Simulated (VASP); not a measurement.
Input of a VASP 6.6.1 run:

Contents of INCAR:

```
  ALGO = Normal
  EDIFF = 1E-7
  ENCUT = 520
  GGA = PE
  ISIF = 2
  ISMEAR = 0
  LASPH = T
  LCHARG = T
  LELF = T
  LREAL = F
  LVHAR = T
  LWAVE = F
  NBANDS = 42
  NELM = 100
  PREC = Accurate
  SIGMA = 0.1
```

Contents of KPOINTS:

```
k-points
0
Gamma
  6 6 1
```

POSCAR

```
BaTe
1.0
    4.9416168000      0.0000000000      0.0000000000
   -2.4708084000      4.2795657000      0.0000000000
    0.0000000000      0.0000000000     16.8018275000
Ba Te
4 4
Direct
    0.6666667000      0.3333333000      0.8771430000
    0.3333333000      0.6666667000      0.1228570000
    0.3333333000      0.6666667000      0.3771430000
    0.6666667000      0.3333333000      0.6228570000
    0.0000000000      0.0000000000      0.0000000000
    0.0000000000      0.0000000000      0.5000000000
    0.6666667000      0.3333333000      0.2500000000
    0.3333333000      0.6666667000      0.7500000000
```

Potentials or basis: VASP PAW PBE potentials, release 64 (Ba_sv, Te).

Run with:

```sh
$ cat potpaw_PBE.64/Ba_sv/POTCAR potpaw_PBE.64/Te/POTCAR > POTCAR
$ mpirun -np 1 vasp_std > vasp.out
```

**Question.** What does it give for the pressure?

**Answer.** 0.3 GPa.

**Question.** Predict the largest force.

**Answer.** 0.005 eV/Å.

**Question.** Predict the band gap on the k mesh.

**Answer.** 1.64 eV (least direct gap 2.01 eV).

Forces on the atoms (eV/Å):
```
Ba   0.000  0.000  0.005
Ba   0.000  0.000 -0.005
Ba   0.000  0.000  0.005
Ba   0.000  0.000 -0.005
Te   0.000  0.000  0.000
Te   0.000  0.000  0.000
Te   0.000  0.000  0.000
Te   0.000  0.000  0.000
```

Caveat: spin-orbit coupling is left out, which moves the levels of the heavy elements. A k mesh can miss the band edges.
